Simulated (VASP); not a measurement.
Here is a VASP 6.6.1 calculation.

Contents of POSCAR:

```
GaP
1.0
    1.9430151800      1.1218003300      6.4308101000
   -1.9430151800      1.1218003300      6.4308101000
    0.0000000000     -2.2436006700      6.4308101000
Ga P
2 2
Direct
    0.4353720004      0.4353720004      0.4353719985
    0.5646280011      0.5646280011      0.5646279986
    0.0573890000      0.0573890000      0.0573889997
    0.9426110015      0.9426110015      0.9426109973
```

Contents of INCAR.step1:

```
SYSTEM = GaP
ALGO = Normal
EDIFF = 1E-5
ENCUT = 550
GGA = PE
GGA_COMPAT = .False.
ISMEAR = 0
LASPH = .True.
LCHARG = .False.
LREAL = .False.
LWAVE = .True.
NBANDS = 26
NELM = 120
PREC = Accurate
SIGMA = 0.01
```

The input INCAR.step2:

```
SYSTEM = GaP
ALGO = Normal
EDIFF = 1E-6
ENCUT = 550
GGA_COMPAT = .False.
ISIF = 2
ISMEAR = 0
ISTART = 1
LASPH = .True.
LCHARG = .False.
LMIXTAU = .True.
LREAL = .False.
LWAVE = .False.
METAGGA = R2SCAN
NBANDS = 26
NELM = 120
PREC = Accurate
SIGMA = 0.01
```

KPOINTS

```
k-points
0
Gamma
  4 4 4
  0 0 0
```

Potentials or basis: VASP PAW PBE potentials, release 64 (Ga_d, P).

Run with:

```bash
$ cat potpaw_PBE.64/Ga_d/POTCAR potpaw_PBE.64/P/POTCAR > POTCAR
$ cp INCAR.step1 INCAR
$ mpirun -np 1 vasp_std > vasp.out
$ cp INCAR.step2 INCAR
$ mpirun -np 1 vasp_std > vasp.out
```

(1) What does it give for the largest force?

(2) Predict the pressure.

(3) What does it give for the band gap on the k mesh?

Answers

(1) 0.051 eV/Å.

(2) -2.3 GPa.

(3) 1.07 eV, indirect (least direct gap 1.48 eV).

Caveat: the k points lie up to 0.47 Å⁻¹ apart; the PAW data sets were made with another functional, which shifts forces and pressure a little.
